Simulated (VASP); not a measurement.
# In3SbTe2 (P6mm) in VASP: further runs

The runs below take In3SbTe2 through single point, with PBE.

Everything below comes from runs of VASP 6.6.1. Logs are shortened: lines on timing, memory, paths and dates and some standing lists are left out, and cuts for length are marked.

**1. The cell of the first run**

It takes space group P6mm (No. 183, hexagonal). Conventional cell: a = 6.008 Å, b = 6.008 Å, c = 6.254 Å, α = 90.00°, β = 90.00°, γ = 120.00°. In (site symmetry 2mm) has 4 In at 3.00 Å and 4 Te at 3.36 to 3.80 Å and 2 Sb at 3.82 Å within 4.0 Å. Sb (site symmetry 6mm) has 6 Te at 3.51 Å and 6 In at 3.82 Å within 4.6 Å. Within 4.4 Å of Te (site symmetry 3m) lie 6 In at 3.36 to 3.80 Å and 3 Te at 3.47 Å and 3 Sb at 3.51 Å.

The cell was built from a structure type or drawn by symmetry, and may not be a known phase.

**2. Single point, PBE**

File INCAR:

```
  PREC = Accurate
  ENCUT = 520
  EDIFF = 1E-6
  ISMEAR = 0
  SIGMA = 0.1
  LREAL = False
  LASPH = True
  NELM = 80
  ALGO = Normal
  ISIF = 2
  LWAVE = False
  LCHARG = True
  GGA = PE
  LELF = True
  LVHAR = True
  NBANDS = 37
```

File KPOINTS:

```
regular mesh
0
Gamma
  3 3 4
```

File POSCAR:

```
In3SbTe2
1.0
    6.0084838144      0.0000000000      0.0000000000
   -3.0042419072      5.2034996215      0.0000000000
    0.0000000000      0.0000000000      6.2542508434
In Sb Te
3 1 2
Direct
    0.5000000000      0.0000000000      0.8446924192
    0.0000000000      0.5000000000      0.8446924192
    0.5000000000      0.5000000000      0.8446924192
    0.0000000000      0.0000000000      0.2225071884
    0.3333333333      0.6666666667      0.3045104869
    0.6666666667      0.3333333333      0.3045104869
```

Potentials or basis: VASP PAW PBE potentials, release 64 (In_d, Sb, Te).

Command:

```sh
$ cat potpaw_PBE.64/In_d/POTCAR potpaw_PBE.64/Sb/POTCAR potpaw_PBE.64/Te/POTCAR > POTCAR
$ mpirun -np 1 vasp_std > vasp.out
```

OUTCAR:

```text
PREC = Accurate
   ENCUT = 520
   EDIFF = 1E-6
   ISMEAR = 0
   LREAL = False
   LASPH = True
   NELM = 80
   ISIF = 2
   GGA = PE

 ion  position               nearest neighbor table
   1  0.500  0.000  0.845-   2 3.00   3 3.00   3 3.00   2 3.00   5 3.36   6 3.36   5 3.80   6 3.80
                             4 3.82   4 3.82
   2  0.000  0.500  0.845-   3 3.00   3 3.00   1 3.00   1 3.00   5 3.36   6 3.36   5 3.80   6 3.80
                             4 3.82   4 3.82
   3  0.500  0.500  0.845-   2 3.00   2 3.00   1 3.00   1 3.00   5 3.36   6 3.36   5 3.80   6 3.80
                             4 3.82   4 3.82
   4  0.000  0.000  0.223-   5 3.51   6 3.51   6 3.51   5 3.51   6 3.51   5 3.51   1 3.82   1 3.82
                             2 3.82   3 3.82   2 3.82   3 3.82
   5  0.333  0.667  0.305-   2 3.36   1 3.36   3 3.36   6 3.47   6 3.47   6 3.47   4 3.51   4 3.51
                             4 3.51   2 3.80   1 3.80   3 3.80
   6  0.667  0.333  0.305-   2 3.36   1 3.36   3 3.36   5 3.47   5 3.47   5 3.47   4 3.51   4 3.51
                             4 3.51   2 3.80   1 3.80   3 3.80

  LATTYP: Found a hexagonal cell.
 ALAT       =     6.0084838144
 C/A-ratio  =     1.0409033354

  Lattice vectors:

 A1 = (   6.0084838144,   0.0000000000,   0.0000000000)
 A2 = (  -3.0042419072,   5.2034996215,   0.0000000000)
 A3 = (   0.0000000000,   0.0000000000,   6.2542508434)

Analysis of symmetry for initial positions (statically):
=====================================================================
 Subroutine PRICEL returns:
 Original cell was already a primitive cell.

 Routine SETGRP: Setting up the symmetry group for a
 hexagonal supercell.

 Subroutine GETGRP returns: Found 12 space group operations
 (whereof 12 operations were pure point group operations)
 out of a pool of 24 trial point group operations.

The static configuration has the point symmetry C_6v.

Analysis of symmetry for dynamics (positions and initial velocities):
=====================================================================
 Subroutine PRICEL returns:
 Original cell was already a primitive cell.

 Routine SETGRP: Setting up the symmetry group for a
 hexagonal supercell.

 Subroutine GETGRP returns: Found 12 space group operations
 (whereof 12 operations were pure point group operations)
 out of a pool of 24 trial point group operations.

The dynamic configuration has the point symmetry C_6v.

 Subroutine INISYM returns: Found 12 space group operations
 (whereof 12 operations are pure point group operations),
 and found     1 'primitive' translations

----------------------------------------------------------------------------------------

                                     Primitive cell

  volume of cell :     195.5400

  direct lattice vectors                    reciprocal lattice vectors
     6.008483814  0.000000000  0.000000000     0.166431338  0.096089178  0.000000000
    -3.004241907  5.203499621  0.000000000     0.000000000  0.192178355  0.000000000
     0.000000000  0.000000000  6.254250843     0.000000000  0.000000000  0.159891252

  length of vectors
     6.008483814  6.008483814  6.254250843     0.192178355  0.192178355  0.159891252

  position of ions in fractional coordinates (direct lattice)
     0.500000000  0.000000000  0.844692419
     0.000000000  0.500000000  0.844692419
     0.500000000  0.500000000  0.844692419
     0.000000000  0.000000000  0.222507188
     0.333333333  0.666666667  0.304510487
     0.666666667  0.333333333  0.304510487

  ion indices of the primitive-cell ions
   primitive index   ion index
                 1           1
                 2           2
                 3           3
                 4           4
                 5           5
                 6           6

----------------------------------------------------------------------------------------

 KPOINTS: regular mesh

Automatic generation of k-mesh.
 Grid dimensions read from file:
 generate k-points for:    3    3    4

 Generating k-lattice:

  Cartesian coordinates                     Fractional coordinates (reciprocal lattice)
     0.055477113  0.032029726  0.000000000     0.333333333  0.000000000  0.000000000
     0.000000000  0.064059452  0.000000000     0.000000000  0.333333333  0.000000000
     0.000000000  0.000000000  0.039972813     0.000000000  0.000000000  0.250000000

  Length of vectors
     0.064059452  0.064059452  0.039972813

  Shift w.r.t. Gamma in fractional coordinates (k-lattice)
     0.000000000  0.000000000  0.000000000

 Subroutine IBZKPT returns following result:
 ===========================================

 Found      9 irreducible k-points:

 Following reciprocal coordinates:
            Coordinates               Weight
  0.000000  0.000000  0.000000      1.000000
  0.333333 -0.000000  0.000000      6.000000
  0.333333  0.333333  0.000000      2.000000
  0.000000  0.000000  0.250000      2.000000
  0.333333 -0.000000  0.250000     12.000000
  0.333333  0.333333  0.250000      4.000000
  0.000000  0.000000  0.500000      1.000000
  0.333333 -0.000000  0.500000      6.000000
  0.333333  0.333333  0.500000      2.000000
   k-points           NKPTS =      9   k-points in BZ     NKDIM =      9   number of bands    NBANDS=     37
   number of dos      NEDOS =    301   number of ions     NIONS =      6
   total plane-waves  NPLWV = 110592
   dimension x,y,z NGX =    48 NGY =   48 NGZ =   48
   dimension x,y,z NGXF=    96 NGYF=   96 NGZF=   96
   ions per type =               3   1   2
   NGX,Y,Z   is equivalent  to a cutoff of  13.28, 13.28, 12.76 a.u.
   NGXF,Y,Z  is equivalent  to a cutoff of  26.56, 26.56, 25.52 a.u.
 SYSTEM =  unknown system
   PREC   = accura    normal or accurate (medium, high low for compatibility)
   ISTART =      0    job   : 0-new  1-cont  2-samecut
   ICHARG =      2    charge: 1-file 2-atom 10-const
   ISPIN  =      1    spin polarized calculation?
   LNONCOLLINEAR =      F non collinear calculations
   LSORBIT =      F    spin-orbit coupling
   LASPH  =      T    aspherical Exc in radial PAW
   ENCUT  =  520.0 eV  38.22 Ry    6.18 a.u.  11.17 11.17 11.63*2*pi/ulx,y,z
   NELM   =     80;   NELMIN=  2; NELMDL= -5     # of ELM steps
   EDIFF  = 0.1E-05   stopping-criterion for ELM
   LREAL  =      F    real-space projection
   EDIFFG = 0.1E-04   stopping-criterion for IOM
   NSW    =      0    number of steps for IOM
   IBRION =     -1    ionic relax: 0-MD 1-quasi-New 2-CG
   NFREE  =      0    steps in history (QN), initial steepest desc. (CG)
   ISIF   =      2    stress and relaxation
   ISYM   =      2    0-nonsym 1-usesym 2-fastsym
   POTIM  = 0.5000    time-step for ionic-motion
   TEBEG  =    0.0;   TEEND  =   0.0 temperature during run
   PSTRESS=    0.0 pullay stress
   NELECT =      56.0000    total number of electrons
   NUPDOWN=      -1.0000    fix difference up-down
   EMIN   =  10.00;   EMAX   =-10.00  energy-range for DOS
   EFERMI =   0.00;   METHOD = LEGACY
   ISMEAR =     0;   SIGMA  =   0.10  broadening in eV -4-tet -1-fermi 0-gaus
   EFERMI_NEDOS =   21; number of points for ismear=-14 and -15
   IALGO  =     38    algorithm
   IMIX   =      4    mixing-type and parameters
     AMIX     =   0.40;   BMIX     =  1.00
     AMIX_MAG =   1.60;   BMIX_MAG =  1.00
  volume/ion in A,a.u.               =      32.59       219.93
  Fermi-wavevector in a.u.,A,eV,Ry     =   1.079093  2.039190 15.843195  1.164442
  Thomas-Fermi vector in A             =   2.215049
   LORBIT       =      0    0 simple, 1 ext, 2 COOP (PROOUT), +10 PAW based schemes
   GGA     = PE    functional components
   LHFCALC =     F    Hartree Fock is set to
   AEXX    =    0.0000 exact exchange contribution
   IVDW    =     0    specifies the selected vdW correction
   LEPSILON=     F    determine dielectric tensor
   LRPA    =     F    only Hartree local field effects (RPA)
 non-spin polarized calculation
 Gauss-broadening in eV      SIGMA  =   0.10
  energy-cutoff  :      520.00
  volume of cell :      195.54
 maximum number of plane-waves:      5304
 NGX is ok and might be reduce to    48
   NGX = 23   NGY = 23   NGZ = 23

 number of electron      55.9999982 magnetization

 Free energy of the ion-electron system (eV)
  ---------------------------------------------------
  ext. energy  EPLUGINS =         0.00000000
  ---------------------------------------------------
  free energy    TOTEN  =       -16.96188765 eV

  energy without entropy =      -16.94717952  energy(sigma->0) =      -16.95453358

 E-fermi :   5.7785     XC(G=0):  -9.1842

 val. band max:        5.7488666180   @ k =   0.0000   0.0000   0.2500
 cond. band min:       5.8540003766   @ k =   0.3333  -0.0000   0.5000
 fundamental gap:      0.1051337586
 Fermi energy:         5.7784841624

 k-point     1 :       0.0000    0.0000    0.0000
  band No.  band energies     occupation
      1      -9.4186      2.00000
      2      -9.2696      2.00000
      3      -9.2696      2.00000
      4      -9.1403      2.00000
      5      -8.9990      2.00000
      6      -8.9599      2.00000
[... 29 lines left out ...]
     36       9.9370      0.00000
     37      10.3832      0.00000

 k-point     2 :       0.3333   -0.0000    0.0000
  band No.  band energies     occupation
      1      -9.3138      2.00000
      2      -9.1910      2.00000
      3      -9.0953      2.00000
      4      -9.0760      2.00000
      5      -8.9565      2.00000
      6      -8.9460      2.00000
[... 29 lines left out ...]
     36      10.1606      0.00000
     37      11.3836      0.00000

 k-point     3 :       0.3333    0.3333    0.0000
  band No.  band energies     occupation
      1      -9.1655      2.00000
      2      -9.1114      2.00000
      3      -9.1114      2.00000
      4      -8.9866      2.00000
      5      -8.9866      2.00000
      6      -8.9229      2.00000
[... 29 lines left out ...]
     36       9.4851      0.00000
     37      10.8651      0.00000

 k-point     4 :       0.0000    0.0000    0.2500
  band No.  band energies     occupation
      1      -9.4185      2.00000
      2      -9.2696      2.00000
      3      -9.2696      2.00000
      4      -9.1441      2.00000
      5      -8.9935      2.00000
      6      -8.9603      2.00000
[... 29 lines left out ...]
     36       9.0097      0.00000
     37      10.8528      0.00000

 k-point     5 :       0.3333   -0.0000    0.2500
  band No.  band energies     occupation
      1      -9.3137      2.00000
      2      -9.1909      2.00000
      3      -9.0953      2.00000
      4      -9.0795      2.00000
      5      -8.9536      2.00000
      6      -8.9456      2.00000
[... 29 lines left out ...]
     36       9.4064      0.00000
     37      11.2719      0.00000

 k-point     6 :       0.3333    0.3333    0.2500
  band No.  band energies     occupation
      1      -9.1655      2.00000
      2      -9.1111      2.00000
      3      -9.1111      2.00000
      4      -8.9893      2.00000
      5      -8.9893      2.00000
      6      -8.9212      2.00000
[... 29 lines left out ...]
     36       9.6283      0.00000
     37      10.9816      0.00000

 k-point     7 :       0.0000    0.0000    0.5000
  band No.  band energies     occupation
      1      -9.4184      2.00000
      2      -9.2696      2.00000
      3      -9.2696      2.00000
      4      -9.1480      2.00000
      5      -8.9881      2.00000
      6      -8.9607      2.00000
[... 29 lines left out ...]
     36      10.3388      0.00000
     37      12.0397      0.00000

 k-point     8 :       0.3333   -0.0000    0.5000
  band No.  band energies     occupation
      1      -9.3135      2.00000
      2      -9.1908      2.00000
      3      -9.0952      2.00000
      4      -9.0830      2.00000
      5      -8.9520      2.00000
      6      -8.9439      2.00000
[... 29 lines left out ...]
     36      10.0615      0.00000
     37      11.1919      0.00000

 k-point     9 :       0.3333    0.3333    0.5000
  band No.  band energies     occupation
      1      -9.1654      2.00000
      2      -9.1108      2.00000
      3      -9.1108      2.00000
      4      -8.9919      2.00000
      5      -8.9919      2.00000
      6      -8.9195      2.00000
[... 29 lines left out ...]
     36       9.9509      0.00000
     37      11.1917      0.00000

------------------------ aborting loop because EDIFF is reached ----------------------------------------

  FORCE on cell =-STRESS in cart. coord.  units (eV):
  Direction    XX          YY          ZZ          XY          YZ          ZX
  --------------------------------------------------------------------------------------
  -------------------------------------------------------------------------------------
  Total       -0.3612992     -0.3612992     -0.1984404      0.0000000      0.0000000      0.0000000
  in kB       -2.9603422     -2.9603422     -1.6259415      0.0000000      0.0000000      0.0000000
  external PRESSURE =      -2.5155419 kB  Pullay stress =       0.0000000 kB

 VOLUME and BASIS-vectors are now :
 -----------------------------------------------------------------------------
  energy-cutoff  :      520.00
  volume of cell :      195.54
      direct lattice vectors                 reciprocal lattice vectors
     6.008483814  0.000000000  0.000000000     0.166431338  0.096089178  0.000000000
    -3.004241907  5.203499621  0.000000000     0.000000000  0.192178355  0.000000000
     0.000000000  0.000000000  6.254250843     0.000000000  0.000000000  0.159891252

 POSITION                                       TOTAL-FORCE (eV/Angst)
 -----------------------------------------------------------------------------------
      3.00424      0.00000      5.28292         0.000000      0.000000     -0.008805
     -1.50212      2.60175      5.28292        -0.000000     -0.000000     -0.008805
      1.50212      2.60175      5.28292         0.000000     -0.000000     -0.008805
      0.00000      0.00000      1.39162         0.000000      0.000000     -0.017465
     -0.00000      3.46900      1.90448         0.000000      0.000000      0.021940
      3.00424      1.73450      1.90448        -0.000000      0.000000      0.021940
 -----------------------------------------------------------------------------------
    total drift:                                0.000000      0.000000      0.001652

  FREE ENERGIE OF THE ION-ELECTRON SYSTEM (eV)
  ---------------------------------------------------
  free  energy   TOTEN  =       -16.9618876454 eV

  energy  without entropy=      -16.9471795231  energy(sigma->0) =      -16.95453358
```

It took 53 s on 1 thread of Intel Xeon Platinum 8488C (Sapphire Rapids), shared host; peak memory 0.34 GiB.

What came out:

| Property | Result |
| --- | --- |
| Free energy | -16.9619 eV |
| Pressure | -0.3 GPa |
| Largest force | 0.022 eV/Å |
| Band gap on the k mesh | zero (bands 28 and 29 overlap by 1.11 eV) |

Forces in eV/Å, atoms in the order of the input:
```
In   0.000  0.000 -0.009
In   0.000  0.000 -0.009
In   0.000  0.000 -0.009
Sb   0.000  0.000 -0.017
Te   0.000  0.000  0.022
Te   0.000  0.000  0.022
```

Levels at points of the mesh, in eV from the Fermi level:
```tsv
k point	band 24	band 25	band 26	band 27	band 28	band 29	band 30	band 31	band 32	band 33
(0.00, 0.00, 0.00)	-3.18	-2.58	-1.16	-1.16	-1.04	-0.20	0.37	0.37	2.21	2.21
(0.00, 0.00, 0.50)	-2.98	-2.21	-2.21	-1.48	-0.61	-0.38	-0.38	0.45	0.85	2.79
```

Caveat: the k points lie up to 0.40 Å⁻¹ apart, too coarse for converged energies and pressures of a metal; spin-orbit coupling is left out, which moves the levels of the heavy elements.

(Continued in part 2 of 2.)
